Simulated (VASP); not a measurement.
# CdSe (e600) (F-43m) in VASP: further runs

CdSe (e600) is run at these levels: PBEsol; tasks: single point.

All numbers are computed with VASP 6.6.1; they aren't measurements. Logs are shortened: lines on timing, memory, paths and dates and some standing lists are left out, and cuts for length are marked.

### 1 The cell of the first run

The structure is cubic, space group F-43m (No. 216). Conventional cell: a = 6.021 Å, b = 6.021 Å, c = 6.021 Å, α = 90.00°, β = 90.00°, γ = 90.00°. Cd (site symmetry -43m) has 4 Se at 2.61 Å within 3.4 Å. Se (site symmetry -43m) has 4 Cd at 2.61 Å within 3.4 Å.

### 2 Single point, PBEsol (strained cell)

Contents of INCAR:

```
SYSTEM = CdSe
PREC     = Accurate       ! precision mode
ENCUT    = 500            ! plane-wave cutoff, eV
EDIFF    = 1E-6           ! SCF threshold, eV
ISMEAR   = 0              ! smearing method
SIGMA    = 0.02           ! smearing width, eV
LREAL    = .False.        ! projectors in reciprocal space
LASPH    = .True.         ! aspherical terms in the spheres
NELM     = 120            ! most SCF steps
ALGO     = Normal         ! electronic algorithm
ISIF     = 2              ! what is computed and relaxed
LWAVE    = .False.        ! write WAVECAR
LCHARG   = .False.        ! write CHGCAR
GGA      = PS             ! functional
NBANDS   = 16             ! bands
GGA_COMPAT= .False.
```

Contents of KPOINTS:

```
regular mesh
0
Gamma
  8 8 8
  0 0 0
```

Contents of POSCAR:

```
CdSe
1.0
    0.0000000000      3.0106624250      3.0106624250
    3.0106624250      0.0000000000      3.0106624250
    3.0106624250      3.0106624250      0.0000000000
Cd Se
1 1
Direct
    0.0000000000      0.0000000000      0.0000000000
    0.2500000000      0.2500000000      0.2500000000
```

Potentials or basis: VASP PAW PBE potentials, release 64 (Cd, Se).

Started as:

```bash
> cat potpaw_PBE.64/Cd/POTCAR potpaw_PBE.64/Se/POTCAR > POTCAR
> mpirun -np 1 vasp_std > vasp.out
```

OUTCAR:

```text
SYSTEM = CdSe
   PREC = Accurate
   ENCUT = 500
   EDIFF = 1E-6
   ISMEAR = 0
   LREAL = .False.
   LASPH = .True.
   NELM = 120
   ISIF = 2
   GGA = PS

 ion  position               nearest neighbor table
   1  0.000  0.000  0.000-   2 2.61   2 2.61   2 2.61   2 2.61
   2  0.250  0.250  0.250-   1 2.61   1 2.61   1 2.61   1 2.61

  LATTYP: Found a face centered cubic cell.
 ALAT       =     6.0213248500

  Lattice vectors:

 A1 = (   0.0000000000,   3.0106624250,   3.0106624250)
 A2 = (   3.0106624250,   0.0000000000,   3.0106624250)
 A3 = (   3.0106624250,   3.0106624250,   0.0000000000)

Analysis of symmetry for initial positions (statically):
=====================================================================
 Subroutine PRICEL returns:
 Original cell was already a primitive cell.

 Routine SETGRP: Setting up the symmetry group for a
 face centered cubic supercell.

 Subroutine GETGRP returns: Found 24 space group operations
 (whereof 24 operations were pure point group operations)
 out of a pool of 48 trial point group operations.

The static configuration has the point symmetry T_d .

Analysis of symmetry for dynamics (positions and initial velocities):
=====================================================================
 Subroutine PRICEL returns:
 Original cell was already a primitive cell.

 Routine SETGRP: Setting up the symmetry group for a
 face centered cubic supercell.

 Subroutine GETGRP returns: Found 24 space group operations
 (whereof 24 operations were pure point group operations)
 out of a pool of 48 trial point group operations.

The dynamic configuration has the point symmetry T_d .

 Subroutine INISYM returns: Found 24 space group operations
 (whereof 24 operations are pure point group operations),
 and found     1 'primitive' translations

----------------------------------------------------------------------------------------

                                     Primitive cell

  volume of cell :      54.5778

  direct lattice vectors                    reciprocal lattice vectors
     0.000000000  3.010662425  3.010662425    -0.166076408  0.166076408  0.166076408
     3.010662425  0.000000000  3.010662425     0.166076408 -0.166076408  0.166076408
     3.010662425  3.010662425  0.000000000     0.166076408  0.166076408 -0.166076408

  length of vectors
     4.257719633  4.257719633  4.257719633     0.287652776  0.287652776  0.287652776

  position of ions in fractional coordinates (direct lattice)
     0.000000000  0.000000000  0.000000000
     0.250000000  0.250000000  0.250000000

  ion indices of the primitive-cell ions
   primitive index   ion index
                 1           1
                 2           2

----------------------------------------------------------------------------------------

 KPOINTS: regular mesh

Automatic generation of k-mesh.
 Grid dimensions read from file:
 generate k-points for:    8    8    8

 Generating k-lattice:

  Cartesian coordinates                     Fractional coordinates (reciprocal lattice)
    -0.020759551  0.020759551  0.020759551     0.125000000  0.000000000  0.000000000
     0.020759551 -0.020759551  0.020759551     0.000000000  0.125000000  0.000000000
     0.020759551  0.020759551 -0.020759551     0.000000000  0.000000000  0.125000000

  Length of vectors
     0.035956597  0.035956597  0.035956597

  Shift w.r.t. Gamma in fractional coordinates (k-lattice)
     0.000000000  0.000000000  0.000000000

 Subroutine IBZKPT returns following result:
 ===========================================

 Found     29 irreducible k-points:

 Following reciprocal coordinates:
            Coordinates               Weight
  0.000000  0.000000  0.000000      1.000000
  0.125000  0.000000  0.000000      8.000000
  0.250000  0.000000  0.000000      8.000000
  0.375000  0.000000  0.000000      8.000000
  0.500000  0.000000  0.000000      4.000000
  0.125000  0.125000  0.000000      6.000000
[... 16 lines left out ...]
  0.500000  0.250000  0.125000     48.000000
 -0.375000  0.250000  0.125000     24.000000
 [... further k-points ...]
   k-points           NKPTS =     29   k-points in BZ     NKDIM =     29   number of bands    NBANDS=     16
   number of dos      NEDOS =    301   number of ions     NIONS =      2
   total plane-waves  NPLWV =  32768
   dimension x,y,z NGX =    32 NGY =   32 NGZ =   32
   dimension x,y,z NGXF=    64 NGYF=   64 NGZF=   64
   ions per type =               1   1
   NGX,Y,Z   is equivalent  to a cutoff of  12.49, 12.49, 12.49 a.u.
   NGXF,Y,Z  is equivalent  to a cutoff of  24.99, 24.99, 24.99 a.u.
 SYSTEM =  CdSe
   PREC   = accura    normal or accurate (medium, high low for compatibility)
   ISTART =      0    job   : 0-new  1-cont  2-samecut
   ICHARG =      2    charge: 1-file 2-atom 10-const
   ISPIN  =      1    spin polarized calculation?
   LNONCOLLINEAR =      F non collinear calculations
   LSORBIT =      F    spin-orbit coupling
   LASPH  =      T    aspherical Exc in radial PAW
   ENCUT  =  500.0 eV  36.75 Ry    6.06 a.u.   7.76  7.76  7.76*2*pi/ulx,y,z
   NELM   =    120;   NELMIN=  2; NELMDL= -5     # of ELM steps
   EDIFF  = 0.1E-05   stopping-criterion for ELM
   LREAL  =      F    real-space projection
   EDIFFG = 0.1E-04   stopping-criterion for IOM
   NSW    =      0    number of steps for IOM
   IBRION =     -1    ionic relax: 0-MD 1-quasi-New 2-CG
   NFREE  =      0    steps in history (QN), initial steepest desc. (CG)
   ISIF   =      2    stress and relaxation
   ISYM   =      2    0-nonsym 1-usesym 2-fastsym
   POTIM  = 0.5000    time-step for ionic-motion
   TEBEG  =    0.0;   TEEND  =   0.0 temperature during run
   PSTRESS=    0.0 pullay stress
   NELECT =      18.0000    total number of electrons
   NUPDOWN=      -1.0000    fix difference up-down
   EMIN   =  10.00;   EMAX   =-10.00  energy-range for DOS
   EFERMI =   0.00;   METHOD = LEGACY
   ISMEAR =     0;   SIGMA  =   0.02  broadening in eV -4-tet -1-fermi 0-gaus
   EFERMI_NEDOS =   21; number of points for ismear=-14 and -15
   IALGO  =     38    algorithm
   IMIX   =      4    mixing-type and parameters
     AMIX     =   0.40;   BMIX     =  1.00
     AMIX_MAG =   1.60;   BMIX_MAG =  1.00
  volume/ion in A,a.u.               =      27.29       184.15
  Fermi-wavevector in a.u.,A,eV,Ry     =   1.131081  2.137433 17.406527  1.279344
  Thomas-Fermi vector in A             =   2.267779
   LORBIT       =      0    0 simple, 1 ext, 2 COOP (PROOUT), +10 PAW based schemes
   GGA     = PS    functional components
   LHFCALC =     F    Hartree Fock is set to
   AEXX    =    0.0000 exact exchange contribution
   IVDW    =     0    specifies the selected vdW correction
   LEPSILON=     F    determine dielectric tensor
   LRPA    =     F    only Hartree local field effects (RPA)
 non-spin polarized calculation
 Gauss-broadening in eV      SIGMA  =   0.02
  energy-cutoff  :      500.00
  volume of cell :       54.58
 maximum number of plane-waves:      1411
   NGX = 15   NGY = 15   NGZ = 15

 number of electron      17.9999993 magnetization

 Free energy of the ion-electron system (eV)
  ---------------------------------------------------
  ext. energy  EPLUGINS =         0.00000000
  ---------------------------------------------------
  free energy    TOTEN  =        -6.16474276 eV

  energy without entropy =       -6.16474276  energy(sigma->0) =       -6.16474276

 E-fermi :   1.2202     XC(G=0):  -9.2383

 val. band max:        1.0586224115   @ k =   0.0000   0.0000   0.0000
 cond. band min:       1.6005770064   @ k =   0.0000   0.0000   0.0000
 fundamental gap:      0.5419545949
 Fermi energy:         1.2201690373

 k-point     1 :       0.0000    0.0000    0.0000
  band No.  band energies     occupation
      1     -11.7427      2.00000
      2      -6.9656      2.00000
      3      -6.9656      2.00000
      4      -6.9656      2.00000
      5      -6.5500      2.00000
      6      -6.5500      2.00000
[... 8 lines left out ...]
     15      12.1932      0.00000
     16      12.1932      0.00000

 k-point     2 :       0.1250    0.0000    0.0000
  band No.  band energies     occupation
      1     -11.6841      2.00000
      2      -6.9466      2.00000
      3      -6.9466      2.00000
      4      -6.9172      2.00000
      5      -6.5512      2.00000
      6      -6.5512      2.00000
[... 8 lines left out ...]
     15      11.3532      0.00000
     16      11.4923      0.00000

 k-point     3 :       0.2500    0.0000    0.0000
  band No.  band energies     occupation
      1     -11.5406      2.00000
      2      -6.9052      2.00000
      3      -6.9052      2.00000
      4      -6.7471      2.00000
      5      -6.5481      2.00000
      6      -6.5481      2.00000
[... 8 lines left out ...]
     15      11.1010      0.00000
     16      11.1010      0.00000

 k-point     4 :       0.3750    0.0000    0.0000
  band No.  band energies     occupation
      1     -11.3949      2.00000
      2      -6.8725      2.00000
      3      -6.8725      2.00000
      4      -6.5338      2.00000
      5      -6.5338      2.00000
      6      -6.4435      2.00000
[... 8 lines left out ...]
     15      12.0208      0.00000
     16      12.0208      0.00000
[... 324 lines left out ...]
 k-point    22 :       0.3750    0.2500    0.1250
  band No.  band energies     occupation
      1     -11.4342      2.00000
      2      -6.8607      2.00000
      3      -6.8386      2.00000
      4      -6.6877      2.00000
      5      -6.5441      2.00000
      6      -6.5029      2.00000
[... 8 lines left out ...]
     15      12.6182      0.00000
     16      13.7962      0.00000

 k-point    23 :       0.5000    0.2500    0.1250
  band No.  band energies     occupation
      1     -11.3186      2.00000
      2      -6.8290      2.00000
      3      -6.8090      2.00000
      4      -6.6053      2.00000
      5      -6.5263      2.00000
      6      -6.3035      2.00000
[... 8 lines left out ...]
     15      12.9767      0.00000
     16      13.6554      0.00000

 k-point    24 :      -0.3750    0.2500    0.1250
  band No.  band energies     occupation
      1     -11.2709      2.00000
      2      -6.8238      2.00000
      3      -6.7951      2.00000
      4      -6.5739      2.00000
      5      -6.5327      2.00000
      6      -6.1377      2.00000
[... 8 lines left out ...]
     15      12.7015      0.00000
     16      13.7122      0.00000

 [... further k-points ...]
[... 5 lines left out ...]
  --------------------------------------------------------------------------------------
  -------------------------------------------------------------------------------------
  Total        0.7007889      0.7007889      0.7007889     -0.0000000      0.0000000     -0.0000000
  in kB       20.5722420     20.5722420     20.5722420     -0.0000000      0.0000000     -0.0000000
  external PRESSURE =      20.5722420 kB  Pullay stress =       0.0000000 kB

 VOLUME and BASIS-vectors are now :
 -----------------------------------------------------------------------------
  energy-cutoff  :      500.00
  volume of cell :       54.58
      direct lattice vectors                 reciprocal lattice vectors
     0.000000000  3.010662425  3.010662425    -0.166076408  0.166076408  0.166076408
     3.010662425  0.000000000  3.010662425     0.166076408 -0.166076408  0.166076408
     3.010662425  3.010662425  0.000000000     0.166076408  0.166076408 -0.166076408

 POSITION                                       TOTAL-FORCE (eV/Angst)
 -----------------------------------------------------------------------------------
      0.00000      0.00000      0.00000        -0.000000     -0.000000     -0.000000
      1.50533      1.50533      1.50533         0.000000      0.000000      0.000000
 -----------------------------------------------------------------------------------
    total drift:                                0.000000      0.000000      0.000000

  FREE ENERGIE OF THE ION-ELECTRON SYSTEM (eV)
  ---------------------------------------------------
  free  energy   TOTEN  =        -6.1647427571 eV

  energy  without entropy=       -6.1647427571  energy(sigma->0) =       -6.16474276
```

Wall time 19 s (1 thread of Intel Xeon Platinum 8488C (Sapphire Rapids), shared host); peak memory 0.18 GiB.

Results:

```
Free energy            : -6.1647 eV
Pressure               : 2.1 GPa
Band gap on the k mesh : 0.54 eV, direct
```

Caveat: the cell differs from its parent crystal (strained cell); the PAW data sets were made with another functional, which shifts forces and pressure a little.

### 3 Single point, PBEsol

Contents of INCAR:

```
SYSTEM = CdSe
ALGO = Normal ; EDIFF = 1E-6
ENCUT = 500 ; GGA = PS
GGA_COMPAT = .FALSE. ; ISIF = 2
ISMEAR = 0 ; LASPH = .TRUE.
LCHARG = .FALSE. ; LREAL = .FALSE.
LWAVE = .FALSE. ; NBANDS = 16
NELM = 120 ; PREC = Accurate
SIGMA = 0.01
```

Contents of KPOINTS:

```
k-points
0
G
  8 8 8
  0 0 0
```

POSCAR is that of step 2.

Potentials or basis: VASP PAW PBE potentials, release 64 (Cd, Se).

Started as:

```bash
> cat potpaw_PBE.64/Cd/POTCAR potpaw_PBE.64/Se/POTCAR > POTCAR
> mpirun -np 1 vasp_std > vasp.out
```

OUTCAR:

```text
SYSTEM = CdSe
   EDIFF = 1E-6
   ENCUT = 500
   GGA = PS
   ISIF = 2
   ISMEAR = 0
   LASPH = .TRUE.
   LREAL = .FALSE.
   NELM = 120
   PREC = Accurate

 ion  position               nearest neighbor table
   1  0.000  0.000  0.000-   2 2.61   2 2.61   2 2.61   2 2.61
   2  0.250  0.250  0.250-   1 2.61   1 2.61   1 2.61   1 2.61

  LATTYP: Found a face centered cubic cell.
 ALAT       =     6.0213248500

  Lattice vectors:

 A1 = (   0.0000000000,   3.0106624250,   3.0106624250)
 A2 = (   3.0106624250,   0.0000000000,   3.0106624250)
 A3 = (   3.0106624250,   3.0106624250,   0.0000000000)
[... 624 lines left out ...]
      4      -6.5739      2.00000
      5      -6.5327      2.00000
      6      -6.1377      2.00000
[... 8 lines left out ...]
     15      12.7015      0.00000
     16      13.7122      0.00000

 [... further k-points ...]
[... 5 lines left out ...]
  --------------------------------------------------------------------------------------
  -------------------------------------------------------------------------------------
  Total        0.7007889      0.7007889      0.7007889      0.0000000      0.0000000     -0.0000000
  in kB       20.5722423     20.5722423     20.5722423      0.0000000      0.0000000     -0.0000000
  external PRESSURE =      20.5722423 kB  Pullay stress =       0.0000000 kB

 VOLUME and BASIS-vectors are now :
 -----------------------------------------------------------------------------
  energy-cutoff  :      500.00
  volume of cell :       54.58
      direct lattice vectors                 reciprocal lattice vectors
     0.000000000  3.010662425  3.010662425    -0.166076408  0.166076408  0.166076408
     3.010662425  0.000000000  3.010662425     0.166076408 -0.166076408  0.166076408
     3.010662425  3.010662425  0.000000000     0.166076408  0.166076408 -0.166076408

 POSITION                                       TOTAL-FORCE (eV/Angst)
 -----------------------------------------------------------------------------------
      0.00000      0.00000      0.00000        -0.000000     -0.000000     -0.000000
      1.50533      1.50533      1.50533         0.000000      0.000000      0.000000
 -----------------------------------------------------------------------------------
    total drift:                                0.000000      0.000000      0.000000

  FREE ENERGIE OF THE ION-ELECTRON SYSTEM (eV)
  ---------------------------------------------------
  free  energy   TOTEN  =        -6.1647427571 eV

  energy  without entropy=       -6.1647427571  energy(sigma->0) =       -6.16474276
```

OSZICAR:

```text
N       E                     dE             d eps       ncg     rms          rms(c)
DAV:   1     0.102773553451E+03    0.10277E+03   -0.85297E+03   944   0.976E+02
DAV:   2    -0.269430219299E+01   -0.10547E+03   -0.99956E+02  1120   0.244E+02
DAV:   3    -0.652732004943E+01   -0.38330E+01   -0.38271E+01  1152   0.484E+01
DAV:   4    -0.654230215515E+01   -0.14982E-01   -0.14982E-01  1104   0.302E+00
DAV:   5    -0.654239541421E+01   -0.93259E-04   -0.93259E-04  1208   0.207E-01    0.640E+00
DAV:   6    -0.618987893379E+01    0.35252E+00   -0.56170E-01  1376   0.999E+00    0.508E+00
DAV:   7    -0.616601145639E+01    0.23867E-01   -0.13534E-01  1104   0.255E+00    0.225E+00
DAV:   8    -0.616482368763E+01    0.11878E-02   -0.14294E-02  1056   0.148E+00    0.228E-01
DAV:   9    -0.616470101181E+01    0.12268E-03   -0.14287E-03  1136   0.524E-01    0.446E-02
DAV:  10    -0.616472014032E+01   -0.19129E-04   -0.14423E-04  1224   0.156E-01    0.360E-02
DAV:  11    -0.616474317665E+01   -0.23036E-04   -0.40178E-05  1104   0.470E-02    0.147E-02
DAV:  12    -0.616474275709E+01    0.41955E-06   -0.16336E-06   864   0.178E-02
   1 F= -.61647428E+01 E0= -.61647428E+01  d E =-.216176E-28
```

It took 17 s on 1 thread of Intel Xeon Platinum 8488C (Sapphire Rapids), shared host; peak memory 0.18 GiB.

Results:

* Free energy: -6.1647 eV
* Pressure: 2.1 GPa
* Band gap on the k mesh: 0.54 eV, direct

Levels at points of the mesh, in eV from the valence-band top:
```csv
k point,band 7,band 8,band 9,band 10,band 11,band 12
"(0.00, 0.00, 0.00)",0.00,0.00,0.00,0.54,5.85,5.85
"(0.50, 0.00, 0.00)",-4.63,-0.80,-0.80,2.32,6.37,6.37
"(0.50, 0.50, 0.00)",-4.27,-1.99,-1.99,2.94,3.70,9.13
```

Caveat: the PAW data sets were made with another functional, which shifts forces and pressure a little. As with any semilocal functional, this PBEsol gap is likely too small.
